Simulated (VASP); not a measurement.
Write the native input for VASP 6.6.1 that does the following.

```yaml
Task: single point
Functional: r2SCAN
Potentials_or_basis: VASP PAW PBE potentials, release 64 (Ga_d, P)
Cutoff: 520 eV
k_mesh: 8 × 8 × 8
Occupations: gaussian, width 0.01 eV
Spin: no spin polarisation
Dipole_correction: no
Further_INCAR_settings: ALGO = Normal; EDIFF = 1e-06; NBANDS = 16
```

Crystal: GaP.

```xyz
2
Lattice="0.0000 2.6436 2.6436 2.6436 0.0000 2.6436 2.6436 2.6436 0.0000" Properties=species:S:1:pos:R:3 pbc="T T T"
Ga    0.0000    0.0000    0.0000
P     1.3218    1.3218    1.3218
```

This cell differs from its parent crystal: strain -3.0%.

These files were run (other wordings do the same):

POSCAR

```
GaP
1.0
    0.0000000000      2.6436373088      2.6436373088
    2.6436373088      0.0000000000      2.6436373088
    2.6436373088      2.6436373088      0.0000000000
Ga P
1 1
Direct
    0.0000000000      0.0000000000      0.0000000000
    0.2500000000      0.2500000000      0.2500000000
```

INCAR.step1

```
SYSTEM = GaP
PREC = Accurate ; ENCUT = 520
ISMEAR = 0 ; SIGMA = 0.01
LREAL = .FALSE. ; LASPH = .TRUE.
NELM = 100 ; NBANDS = 16
GGA = PE ; ALGO = Normal
EDIFF = 1E-4 ; LWAVE = .TRUE.
LCHARG = .FALSE.
```

INCAR.step2

```
SYSTEM = GaP
PREC = Accurate ; ENCUT = 520
EDIFF = 1E-6 ; ISMEAR = 0
SIGMA = 0.01 ; LREAL = .FALSE.
LASPH = .TRUE. ; NELM = 100
ALGO = Normal ; ISIF = 2
LWAVE = .FALSE. ; LCHARG = .TRUE.
METAGGA = R2SCAN ; LMIXTAU = .TRUE.
LELF = .TRUE. ; LVHAR = .TRUE.
NBANDS = 16 ; ISTART = 1
```

KPOINTS

```
regular mesh
0
G
  8 8 8
  0 0 0
```

Potentials or basis: VASP PAW PBE potentials, release 64 (Ga_d, P).

The run is started by

```sh
$ cat potpaw_PBE.64/Ga_d/POTCAR potpaw_PBE.64/P/POTCAR > POTCAR
$ cp INCAR.step1 INCAR
$ mpirun -np 1 vasp_std > vasp.out
$ cp INCAR.step2 INCAR
$ mpirun -np 1 vasp_std > vasp.out
```

Results of the run:

- Pressure: 9.8 GPa
- Band gap on the k mesh: 1.71 eV, indirect (least direct gap 3.16 eV)

Caveat: the cell differs from its parent crystal (strain -3.0%); the PAW data sets were made with another functional, which shifts forces and pressure a little.

Run time: 2.4 min on 1 thread of AMD EPYC 7R13, with other jobs on the host, peak memory 0.14 GiB.
